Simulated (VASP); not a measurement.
# TiO2 (Anatase) (I4_1/amd) in VASP: further runs

TiO2 (Anatase) is run at these levels: PBEsol; tasks: single point, relaxation of cell and atoms.

Everything below comes from runs of VASP 6.6.1. Logs are shortened: lines on timing, memory, paths and dates and some standing lists are left out, and cuts for length are marked.

**1. The cell of the first run**

The structure is tetragonal, space group I4_1/amd (No. 141). The conventional cell has a = 3.770 Å, b = 3.770 Å, c = 9.552 Å, α = 90.00°, β = 90.00°, γ = 90.00°. Within 2.6 Å of Ti (site symmetry -4m2) lie 6 O at 1.93 to 1.98 Å. O (site symmetry 2mm) has 3 Ti at 1.93 to 1.98 Å and 2 O at 2.46 Å within 2.6 Å.

**2. Single point, PBEsol**

INCAR reads:

```
SYSTEM = TiO2
PREC = Accurate
ENCUT = 520
EDIFF = 1E-7
ISMEAR = 0
SIGMA = 0.02
LREAL = .False.
LASPH = .True.
NELM = 100
ALGO = Normal
ISIF = 2
LWAVE = .False.
LCHARG = .False.
GGA = PS
NBANDS = 33
```

KPOINTS reads:

```
regular mesh
0
Gamma
  10 10 10
  0 0 0
```

POSCAR reads:

```
TiO2
1.0
   -1.8848916288      1.8848916288      4.7758664511
    1.8848916288     -1.8848916288      4.7758664511
    1.8848916288      1.8848916288     -4.7758664511
Ti O
2 4
Direct
    0.0000000000      0.0000000000      0.0000000000
    0.7500000000      0.2500000000      0.5000000000
    0.2075275980      0.2075275980      0.0000000000
    0.9575275980      0.4575275980      0.5000000000
    0.5424724020      0.0424724020      0.5000000000
    0.7924724020      0.7924724020      0.0000000000
```

Potentials or basis: VASP PAW PBE potentials, release 64 (Ti_sv, O).

Run with:

```
$ cat potpaw_PBE.64/Ti_sv/POTCAR potpaw_PBE.64/O/POTCAR > POTCAR
$ mpirun -np 1 vasp_std > vasp.out
```

OUTCAR:

```text
SYSTEM = TiO2
   PREC = Accurate
   ENCUT = 520
   EDIFF = 1E-7
   ISMEAR = 0
   LREAL = .False.
   LASPH = .True.
   NELM = 100
   ISIF = 2
   GGA = PS

 ion  position               nearest neighbor table
   1  0.000  0.000  0.000-   5 1.93   4 1.93   5 1.93   4 1.93   3 1.98   6 1.98
   2  0.750  0.250  0.500-   6 1.93   3 1.93   6 1.93   3 1.93   4 1.98   5 1.98
   3  0.208  0.208  0.000-   2 1.93   2 1.93   1 1.98
   4  0.958  0.458  0.500-   1 1.93   1 1.93   2 1.98
   5  0.542  0.042  0.500-   1 1.93   1 1.93   2 1.98
   6  0.792  0.792  0.000-   2 1.93   2 1.93   1 1.98

  LATTYP: Found a body centered tetragonal cell.
 ALAT       =     3.7697832576
 C/A-ratio  =     2.5337618238

  Lattice vectors:

 A1 = (  -1.8848916288,   1.8848916288,   4.7758664511)
 A2 = (   1.8848916288,  -1.8848916288,   4.7758664511)
 A3 = (   1.8848916288,   1.8848916288,  -4.7758664511)

Analysis of symmetry for initial positions (statically):
=====================================================================
 Subroutine PRICEL returns:
 Original cell was already a primitive cell.

 Routine SETGRP: Setting up the symmetry group for a
 body centered tetragonal supercell.

 Subroutine GETGRP returns: Found 16 space group operations
 (whereof  8 operations were pure point group operations)
 out of a pool of 16 trial point group operations.

The static configuration has the point symmetry D_2d.
 The point group associated with its full space group is D_4h.

Analysis of symmetry for dynamics (positions and initial velocities):
=====================================================================
 Subroutine PRICEL returns:
 Original cell was already a primitive cell.

 Routine SETGRP: Setting up the symmetry group for a
 body centered tetragonal supercell.

 Subroutine GETGRP returns: Found 16 space group operations
 (whereof  8 operations were pure point group operations)
 out of a pool of 16 trial point group operations.

The dynamic configuration has the point symmetry D_2d.
 The point group associated with its full space group is D_4h.

 Subroutine INISYM returns: Found 16 space group operations
 (whereof  8 operations are pure point group operations),
 and found     1 'primitive' translations

----------------------------------------------------------------------------------------

                                     Primitive cell

  volume of cell :      67.8711

  direct lattice vectors                    reciprocal lattice vectors
    -1.884891629  1.884891629  4.775866451     0.000000000  0.265267240  0.104693045
     1.884891629 -1.884891629  4.775866451     0.265267240  0.000000000  0.104693045
     1.884891629  1.884891629 -4.775866451     0.265267240  0.265267240  0.000000000

  length of vectors
     5.469418000  5.469418000  5.469418000     0.285179491  0.285179491  0.375144528

  position of ions in fractional coordinates (direct lattice)
     0.000000000  0.000000000  0.000000000
     0.750000000  0.250000000  0.500000000
     0.207527598  0.207527598  0.000000000
     0.957527598  0.457527598  0.500000000
     0.542472402  0.042472402  0.500000000
     0.792472402  0.792472402  0.000000000

  ion indices of the primitive-cell ions
   primitive index   ion index
                 1           1
                 2           2
                 3           3
                 4           4
                 5           5
                 6           6

----------------------------------------------------------------------------------------

 KPOINTS: regular mesh

Automatic generation of k-mesh.
 Grid dimensions read from file:
 generate k-points for:   10   10   10

 Generating k-lattice:

  Cartesian coordinates                     Fractional coordinates (reciprocal lattice)
     0.000000000  0.026526724  0.010469304     0.100000000  0.000000000 -0.000000000
     0.026526724  0.000000000  0.010469304     0.000000000  0.100000000 -0.000000000
     0.026526724  0.026526724  0.000000000     0.000000000  0.000000000  0.100000000

  Length of vectors
     0.028517949  0.028517949  0.037514453

  Shift w.r.t. Gamma in fractional coordinates (k-lattice)
     0.000000000  0.000000000  0.000000000

 Subroutine IBZKPT returns following result:
 ===========================================

 Found    102 irreducible k-points:

 Following reciprocal coordinates:
            Coordinates               Weight
  0.000000  0.000000  0.000000      1.000000
  0.100000  0.000000  0.000000      8.000000
  0.200000  0.000000  0.000000      8.000000
  0.300000  0.000000 -0.000000      8.000000
  0.400000  0.000000  0.000000      8.000000
  0.500000  0.000000 -0.000000      4.000000
[... 16 lines left out ...]
  0.300000  0.300000 -0.000000      8.000000
  0.400000  0.300000 -0.000000     16.000000
 [... further k-points ...]
   k-points           NKPTS =    102   k-points in BZ     NKDIM =    102   number of bands    NBANDS=     33
[... 54 lines left out ...]
   NGX = 21   NGY = 21   NGZ = 21

 number of electron      47.9999993 magnetization

 Free energy of the ion-electron system (eV)
  ---------------------------------------------------
  ext. energy  EPLUGINS =         0.00000000
  ---------------------------------------------------
  free energy    TOTEN  =       -56.21747486 eV

  energy without entropy =      -56.21747486  energy(sigma->0) =      -56.21747486

 E-fermi :   3.3917     XC(G=0): -11.0357

 val. band max:        3.3061702926   @ k =  -0.4000   0.4000   0.0000
 cond. band min:       5.4034933875   @ k =   0.0000   0.0000   0.0000
 fundamental gap:      2.0973230950
 Fermi energy:         3.3916706742

 k-point     1 :       0.0000    0.0000    0.0000
  band No.  band energies     occupation
      1     -52.7902      2.00000
      2     -52.7278      2.00000
      3     -29.3827      2.00000
      4     -29.1337      2.00000
      5     -29.1337      2.00000
      6     -29.0606      2.00000
[... 25 lines left out ...]
     32       8.6791      0.00000
     33       8.7419      0.00000

 k-point     2 :       0.1000    0.0000    0.0000
  band No.  band energies     occupation
      1     -52.7888      2.00000
      2     -52.7287      2.00000
      3     -29.3797      2.00000
      4     -29.1473      2.00000
      5     -29.1347      2.00000
      6     -29.0663      2.00000
[... 25 lines left out ...]
     32       8.7760      0.00000
     33       9.0297      0.00000

 k-point     3 :       0.2000    0.0000    0.0000
  band No.  band energies     occupation
      1     -52.7850      2.00000
      2     -52.7313      2.00000
      3     -29.3722      2.00000
      4     -29.1816      2.00000
      5     -29.1371      2.00000
      6     -29.0798      2.00000
[... 25 lines left out ...]
     32       9.1232      0.00000
     33       9.4625      0.00000

 k-point     4 :       0.3000    0.0000   -0.0000
  band No.  band energies     occupation
      1     -52.7796      2.00000
      2     -52.7351      2.00000
      3     -29.3632      2.00000
      4     -29.2229      2.00000
      5     -29.1397      2.00000
      6     -29.0926      2.00000
[... 25 lines left out ...]
     32       9.3376      0.00000
     33       9.7378      0.00000

 k-point     5 :       0.4000    0.0000    0.0000
  band No.  band energies     occupation
      1     -52.7744      2.00000
      2     -52.7391      2.00000
      3     -29.3554      2.00000
      4     -29.2573      2.00000
      5     -29.1416      2.00000
      6     -29.0986      2.00000
[... 604 lines left out ...]
 k-point    22 :      -0.2000    0.2000    0.0000
  band No.  band energies     occupation
      1     -52.7825      2.00000
      2     -52.7320      2.00000
      3     -29.3783      2.00000
      4     -29.1991      2.00000
      5     -29.1571      2.00000
      6     -29.1001      2.00000
[... 25 lines left out ...]
     32       9.8733      0.00000
     33      10.1025      0.00000

 k-point    23 :       0.3000    0.3000   -0.0000
  band No.  band energies     occupation
      1     -52.7666      2.00000
      2     -52.7450      2.00000
      3     -29.3355      2.00000
      4     -29.2762      2.00000
      5     -29.1819      2.00000
      6     -29.1337      2.00000
[... 25 lines left out ...]
     32       9.8753      0.00000
     33      10.7003      0.00000

 k-point    24 :       0.4000    0.3000   -0.0000
  band No.  band energies     occupation
      1     -52.7626      2.00000
      2     -52.7477      2.00000
      3     -29.3389      2.00000
      4     -29.2986      2.00000
      5     -29.1840      2.00000
      6     -29.1505      2.00000
[... 25 lines left out ...]
     32       9.8811      0.00000
     33      10.7738      0.00000

 [... further k-points ...]

------------------------ aborting loop because EDIFF is reached ----------------------------------------

  FORCE on cell =-STRESS in cart. coord.  units (eV):
  Direction    XX          YY          ZZ          XY          YZ          ZX
  --------------------------------------------------------------------------------------
  -------------------------------------------------------------------------------------
  Total        0.2828675      0.2828675      0.3205734      0.0000000      0.0000000      0.0000000
  in kB        6.6774203      6.6774203      7.5675125      0.0000000      0.0000000      0.0000000
  external PRESSURE =       6.9741177 kB  Pullay stress =       0.0000000 kB

 VOLUME and BASIS-vectors are now :
 -----------------------------------------------------------------------------
  energy-cutoff  :      520.00
  volume of cell :       67.87
      direct lattice vectors                 reciprocal lattice vectors
    -1.884891629  1.884891629  4.775866451     0.000000000  0.265267240  0.104693045
     1.884891629 -1.884891629  4.775866451     0.265267240  0.000000000  0.104693045
     1.884891629  1.884891629 -4.775866451     0.265267240  0.265267240  0.000000000

 POSITION                                       TOTAL-FORCE (eV/Angst)
 -----------------------------------------------------------------------------------
      0.00000      0.00000      0.00000        -0.000000     -0.000000     -0.000000
      0.00000      1.88489      2.38793        -0.000000     -0.000000     -0.000000
      0.00000      0.00000      1.98225         0.000000     -0.000000      0.019775
      0.00000      1.88489      4.37018        -0.000000      0.000000      0.019775
      0.00000      1.88489      0.40569        -0.000000      0.000000     -0.019775
      0.00000      0.00000      7.56948         0.000000     -0.000000     -0.019775
 -----------------------------------------------------------------------------------
    total drift:                               -0.000000     -0.000000      0.000000

  FREE ENERGIE OF THE ION-ELECTRON SYSTEM (eV)
  ---------------------------------------------------
  free  energy   TOTEN  =       -56.2174748571 eV

  energy  without entropy=      -56.2174748571  energy(sigma->0) =      -56.21747486
```

Run time: 9 min. Hardware: 1 thread of Intel Xeon Platinum 8488C (Sapphire Rapids), shared host; peak memory 0.36 GiB.

What came out:

| Item | Value |
| --- | --- |
| Free energy | -56.2175 eV |
| Pressure | 0.7 GPa |
| Largest force | 0.020 eV/Å |
| Band gap on the k mesh | 2.10 eV, indirect (least direct gap 2.42 eV) |

Forces in eV/Å, atoms in the order of the input:
```
Ti   0.000  0.000  0.000
Ti   0.000  0.000  0.000
O    0.000  0.000  0.020
O    0.000  0.000  0.020
O    0.000  0.000 -0.020
O    0.000  0.000 -0.020
```

Stress tensor (GPa, compression positive):
```
0.67 0.00 0.00
0.00 0.67 0.00
0.00 0.00 0.76
```

Caveat: the PAW data sets were made with another functional, which shifts forces and pressure a little.

**3. Relaxation of cell and atoms, PBEsol**

This run uses another cell than the first one, of 11.35 Å³/atom, 1.004 times its volume.

INCAR reads:

```
  PREC = Accurate
  ENCUT = 600
  EDIFF = 1E-6
  ISMEAR = 0
  SIGMA = 0.02
  LREAL = False
  LASPH = True
  NELM = 100
  ALGO = Normal
  ISIF = 3
  LWAVE = False
  LCHARG = False
  GGA = PS
  IBRION = 2
  NSW = 100
  EDIFFG = -0.005
```

KPOINTS reads:

```
Automatic mesh
0
Gamma
  10 10 10
```

POSCAR reads:

```
TiO2
1.0
   -1.8921000000      1.8921000000      4.7573000000
    1.8921000000     -1.8921000000      4.7573000000
    1.8921000000      1.8921000000     -4.7573000000
Ti O
2 4
Direct
    0.0000000000      0.0000000000      0.0000000000
    0.7500000000      0.2500000000      0.5000000000
    0.2081000000      0.2081000000      0.0000000000
    0.9581000000      0.4581000000      0.5000000000
    0.5419000000      0.0419000000      0.5000000000
    0.7919000000      0.7919000000      0.0000000000
```

Potentials or basis: VASP PAW PBE potentials, release 64 (Ti_sv, O).

Run with:

```
$ cat potpaw_PBE.64/Ti_sv/POTCAR potpaw_PBE.64/O/POTCAR > POTCAR
$ mpirun -np 1 vasp_std > vasp.out
```

It took 33 min on 1 thread of Intel Xeon Platinum 8488C (Sapphire Rapids), shared host; peak memory 0.47 GiB.

It converged, with:

```yaml
Free_energy: -56.2266 eV
Relaxed_volume: 11.33 Å³/atom
Relaxed_cell: a = 5.473 Å, b = 5.473 Å, c = 5.473 Å, α = 139.69°, β = 139.69°, γ = 58.33°
Space_group_after_relaxing_to_0.05_Å: I4_1/amd (No. 141)
Energy_gained_by_relaxing: 0.2 meV/atom
Ionic_steps: 12
Pressure_after_relaxing: 0.0 GPa
Band_gap_on_the_k_mesh: 2.09 eV, indirect (least direct gap 2.42 eV)
```

The path:
```csv
step,energy change (eV),largest force (eV/Å),pressure (GPa),volume (Å³)
1,0.0000,0.0106,-0.53,68.13
2,-0.0006,0.0091,0.55,67.76
3,-0.0008,0.0024,0.22,67.87
4,-0.0008,0.0023,0.16,67.89
5,-0.0009,0.0267,-0.03,67.95
6,-0.0009,0.0355,-0.13,67.97
7,-0.0009,0.0316,-0.09,67.96
8,-0.0009,0.0296,-0.08,67.96
9,-0.0010,0.0275,-0.05,67.96
10,-0.0011,0.0225,0.05,67.98
11,-0.0012,0.0117,0.04,68.02
12,-0.0012,0.0012,0.02,68.01
```

Final structure:
```xyz
6
Lattice="-1.8860 1.8860 4.7795 1.8860 -1.8860 4.7795 1.8860 1.8860 -4.7795" Properties=species:S:1:pos:R:3 pbc="T T T"
Ti    0.0000    0.0000    0.0000
Ti    0.0000    1.8860    2.3897
O     0.0000    0.0000    1.9841
O     0.0000    1.8860    4.3738
O     0.0000    1.8860    0.4057
O     0.0000    0.0000    7.5749
```

Levels at points of the mesh, in eV from the valence-band top:
| k point | band 20 | band 21 | band 22 | band 23 | band 24 | band 25 | band 26 | band 27 | band 28 |
| --- | --- | --- | --- | --- | --- | --- | --- | --- | --- |
| (0.00, 0.00, 0.00) | -0.78 | -0.77 | -0.77 | -0.46 | -0.46 | 2.09 | 2.84 | 4.03 | 4.03 |
| (0.50, 0.00, 0.00) | -1.99 | -1.98 | -0.96 | -0.83 | -0.64 | 3.25 | 3.57 | 3.58 | 3.66 |
| (0.50, 0.50, 0.00) | -2.67 | -2.09 | -2.09 | -0.04 | -0.04 | 3.33 | 3.33 | 3.83 | 3.83 |
| (0.50, 0.50, 0.50) | -1.36 | -1.26 | -1.26 | -0.10 | -0.10 | 2.45 | 2.45 | 3.79 | 3.79 |

Caveat: the PAW data sets were made with another functional, which shifts forces and pressure a little. As with any semilocal functional, this PBEsol gap is likely too small.

**4. Single point, PBEsol**

INCAR reads:

```
SYSTEM = TiO2
PREC = Accurate
ENCUT = 520
EDIFF = 1E-7
ISMEAR = 0
SIGMA = 0.01
LREAL = .False.
LASPH = .True.
NELM = 100
ALGO = Normal
ISIF = 2
LWAVE = .False.
LCHARG = .True.
GGA = PS
LELF = .True.
LVHAR = .True.
NBANDS = 33
```

KPOINTS reads:

```
regular mesh
0
Gamma
  12 12 12
  0 0 0
```

POSCAR reads:

```
TiO2
1.0
   -1.8848916288      1.8848916288      4.7758664511
    1.8848916288     -1.8848916288      4.7758664511
    1.8848916288      1.8848916288     -4.7758664511
Ti O
2 4
Direct
    0.0000000000      0.0000000000      0.0000000000
    0.7500000000      0.2500000000      0.5000000000
    0.2075275980      0.2075275980      0.0000000000
    0.9575275980      0.4575275980      0.5000000000
    0.5424724020      0.0424724020      0.5000000000
    0.7924724020      0.7924724020      0.0000000000
```

Run with:

```
$ cat potpaw_PBE.64/Ti_sv/POTCAR potpaw_PBE.64/O/POTCAR > POTCAR
$ mpirun -np 1 vasp_std > vasp.out
```

Wall time 12 min (1 thread of Intel Xeon Platinum 8488C (Sapphire Rapids), shared host); peak memory 0.45 GiB.

The run converged. Its results:

* Free energy: -56.2175 eV
* Pressure: 0.7 GPa
* Largest force: 0.020 eV/Å
* Band gap on the k mesh: 2.09 eV, indirect (least direct gap 2.42 eV)

Forces in eV/Å, atoms in the order of the input:
```
Ti   0.000  0.000  0.000
Ti   0.000  0.000  0.000
O    0.000  0.000  0.020
O    0.000  0.000  0.020
O    0.000  0.000 -0.020
O    0.000  0.000 -0.020
```

Stress tensor (GPa, compression positive):
```
0.67 0.00 0.00
0.00 0.67 0.00
0.00 0.00 0.76
```

Levels at points of the mesh, in eV from the valence-band top:
```
           k point  band 22  band 23  band 24  band 25  band 26  band 27
(0.00, 0.00, 0.00)    -0.78    -0.47    -0.47     2.09     2.84     4.04
(0.50, 0.00, 0.00)    -0.97    -0.84    -0.65     3.24     3.57     3.58
(0.50, 0.50, 0.00)    -2.10    -0.05    -0.05     3.33     3.33     3.83
(0.50, 0.50, 0.50)    -1.27    -0.11    -0.11     2.45     2.45     3.79
```

Caveat: the PAW data sets were made with another functional, which shifts forces and pressure a little. Expect the measured gap to be larger: semilocal functionals such as PBEsol lack the derivative discontinuity.

**5. Overview**

```tsv
task	cell	k mesh	cutoff (eV)	smearing	gap on the mesh (eV)	pressure (GPa)	largest force (eV/Å)
single point	a = 5.469 Å, angles 139.7, 139.7, 58.3°, 6 atoms	10 × 10 × 10	520	gaussian 0.02 eV	2.10	0.7	0.02
relaxation of cell and atoms	relaxed from a = 5.458 Å, angles 139.4, 139.4, 58.7°, 6 atoms	10 × 10 × 10	600	gaussian 0.02 eV	2.09	0.0	-
single point	a = 5.469 Å, angles 139.7, 139.7, 58.3°, 6 atoms	12 × 12 × 12	520	gaussian 0.01 eV	2.09	0.7	0.02
```

Alike in all rows: level PBEsol; potentials or basis VASP PAW PBE potentials, release 64 (Ti_sv, O); no spin polarisation.

Caveats: the PAW data sets were made with another functional, which shifts forces and pressure a little.

Total energies depend on the potentials used, so only differences within one code and one set of settings carry meaning.
